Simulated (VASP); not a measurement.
The system is GaN.

```
CELL_PARAMETERS angstrom
0.00000 2.10852 2.17177
2.10852 0.00000 2.17177
2.10852 2.10852 0.00000
ATOMIC_POSITIONS crystal
Ga 0.00000 0.00000 0.00000
N 0.50000 0.50000 0.50000
```

This cell differs from its parent crystal: uniaxial z strain +3.0%.

Program: VASP 6.6.1. Alike in all runs: task single point; potentials or basis VASP PAW PBE potentials, release 64 (Ga_d, N); no spin polarisation; cell as given; cutoff (eV) 520. Hardware: 1 thread of Intel Xeon 6975P-C (shared host).

Task: Order these runs on this cell by their wall time, lowest first.
A. level r2SCAN; k mesh 10 × 10 × 10; smearing gaussian 0.01 eV
B. level PBE; k mesh 10 × 10 × 10; smearing fermi-dirac 0.02 eV
C. level PBE; k mesh 6 × 6 × 6; smearing gaussian 0.01 eV

Result: C (8 s), B (20 s), A (71 s).

Caveats: some runs use coarse meshes.
